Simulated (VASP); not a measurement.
Si:

```
CELL_PARAMETERS angstrom
0.00000 2.71356 2.71356
2.71356 0.00000 2.71356
2.71356 2.71356 0.00000
ATOMIC_POSITIONS crystal
Si 0.75000 0.75000 0.75000
Si 0.50000 0.50000 0.50000
```

- Program: VASP 6.6.1
- Task: relaxation of cell and atoms
- Functional: RPBE
- Potentials or basis: VASP PAW PBE potentials, release 64 (Si)
- Cutoff: 500 eV
- k mesh: 10 × 10 × 10
- Occupations: gaussian, width 0.02 eV
- Spin: no spin polarisation

At the start: pressure 3.6 GPa; volume 19.98 Å³/atom.

Q: How do energy, volume and symmetry change on relaxing?

A: Over 3 steps the energy falls by 8.5 meV/atom and the volume is 20.77 Å³/atom (+3.9 %); space group Fd-3m (No. 227, to 0.1 Å) before and after.

Step by step:
```csv
step,energy change (eV),largest force (eV/Å),pressure (GPa),volume (Å³)
1,0.0000,0.0000,3.58,39.96
2,-0.0099,0.0000,-2.05,42.60
3,-0.0169,0.0000,0.01,41.53
```

Final structure:
```
Si
1.0
     0.00000    2.74861    2.74861
     2.74861    0.00000    2.74861
     2.74861    2.74861    0.00000
Si
2
Direct
  0.75000 0.75000 0.75000
  0.50000 0.50000 0.50000
```

Caveat: the PAW data sets were made with another functional, which shifts forces and pressure a little.
